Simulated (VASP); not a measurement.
Input of a VASP 6.6.1 run:

Contents of INCAR:

```
PREC = Accurate
ENCUT = 520
EDIFF = 1E-7
ISMEAR = 0
SIGMA = 0.1
LREAL = F
LASPH = T
NELM = 60
ALGO = Normal
ISIF = 2
LWAVE = F
LCHARG = T
GGA = PS
LELF = T
LVHAR = T
NBANDS = 58
```

KPOINTS

```
regular mesh
0
Gamma
  8 10 6
```

Contents of POSCAR:

```
NiGe
1.0
    5.0933403147      0.0000000000      0.0000000000
    0.0000000000      3.3498939024      0.0000000000
    0.0000000000      0.0000000000      5.4078509774
Ni Ge
4 4
Direct
    0.9870379925      0.7500000000      0.1820635903
    0.0129620075      0.2500000000      0.8179364097
    0.5129620075      0.2500000000      0.6820635903
    0.4870379925      0.7500000000      0.3179364097
    0.8196867615      0.7500000000      0.5935104239
    0.1803132385      0.2500000000      0.4064895761
    0.6803132385      0.2500000000      0.0935104239
    0.3196867615      0.7500000000      0.9064895761
```

Potentials or basis: VASP PAW PBE potentials, release 64 (Ni, Ge_d).

Launch:

```console
$ cat potpaw_PBE.64/Ni/POTCAR potpaw_PBE.64/Ge_d/POTCAR > POTCAR
$ mpirun -np 1 vasp_std > vasp.out
```

**Question.** Estimate the largest force.

**Answer.** 0.014 eV/Å.

**Question.** What does it give for the band gap on the k mesh?

**Answer.** Zero (bands 48 and 49 overlap by 1.76 eV).

**Question.** Predict the pressure.

**Answer.** 26.9 GPa.

Forces on the atoms (eV/Å):
```
Ni  -0.005  0.000 -0.002
Ni   0.005  0.000  0.002
Ni   0.005  0.000 -0.002
Ni  -0.005  0.000  0.002
Ge  -0.005  0.000  0.013
Ge   0.005  0.000 -0.013
Ge   0.005  0.000  0.013
Ge  -0.005  0.000 -0.013
```

Caveat: the cell stands under pressure; the PAW data sets were made with another functional, which shifts forces and pressure a little. Spin polarisation is off, so any magnetic state and its effect on volume and gap are missing.
